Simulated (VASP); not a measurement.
Runs of VASP 6.6.1 on KSnO3. The structure is that of space group Pm-3m (No. 221), or close to it. The cells are those of the table. 

| task | cell | cutoff (eV) | gap on the mesh (eV) | pressure (GPa) | relaxed volume (Å³/atom) |
| --- | --- | --- | --- | --- | --- |
| single point | a = 4.031 Å, 5 atoms | 520 | none | 3.0 | - |
| single point | a = 4.072 Å, 5 atoms | 520 | none | -1.4 | - |
| single point | a = 4.052 Å, 5 atoms | 520 | none | 0.7 | - |
| relaxation of cell and atoms | relaxed from a = 4.320 Å, 5 atoms | 600 | none | 0.1 | (b) |
| relaxation of cell and atoms | relaxed from a = 4.052 Å, 5 atoms | 600 | none | 0.0 | (a) |

Alike in all rows: level LDA; potentials or basis VASP PAW LDA potentials, release 64 (K_sv, Sn_d, O); no spin polarisation; k mesh 4 × 4 × 4; smearing gaussian 0.05 eV.

Fill in the values left out.

(a) 13.35; (b) 13.34.

Caveats: all runs use coarse meshes; spin-orbit coupling is left out, which moves the levels of the heavy elements; an odd number of electrons without spin polarisation forces a metal; a magnetic or distorted state may lie lower; the volume moved by over 15 % at a fixed basis, so the end points are rough (some runs).

A k mesh can miss the band edges, and the runs leave out spin-orbit coupling on Sn.

A gap of «none» marks levels without a gap at the run's occupations.
